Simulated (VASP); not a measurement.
Zr, 1 atom in the cell. The structure is cubic, space group Im-3m (No. 229). The conventional cell has a = 3.596 Å, b = 3.596 Å, c = 3.596 Å, α = 90.00°, β = 90.00°, γ = 90.00°. Zr (site symmetry m-3m) has 14 Zr at 3.11 to 3.60 Å within 4.1 Å.  This cell differs from its parent crystal: volume scaled by 0.98.

```yaml
Program: VASP 6.6.1
Task: single point
Functional: PBEsol
Potentials_or_basis: VASP PAW PBE potentials, release 64 (Zr_sv)
Cutoff: 520 eV
k_mesh: 14 × 14 × 14
Occupations: fermi-dirac, width 0.08 eV
Spin: no spin polarisation
Dipole_correction: no
Further_INCAR_settings: ALGO = Normal; EDIFF = 1e-06; NBANDS = 12
```

Potentials or basis: VASP PAW PBE potentials, release 64 (Zr_sv).

Command:

```sh
$ cat potpaw_PBE.64/Zr_sv/POTCAR > POTCAR
$ mpirun -np 1 vasp_std > vasp.out
```

Hardware: 1 thread of Intel(R) Xeon(R) Platinum 8559C (Emerald Rapids), with other jobs on the host.

Estimate the wall time of this run.

Wall time 8.9 s on 1 thread of Intel(R) Xeon(R) Platinum 8559C (Emerald Rapids) (shared host), peak memory 0.15 GiB. Counts: scf iterations 12, k points 104.
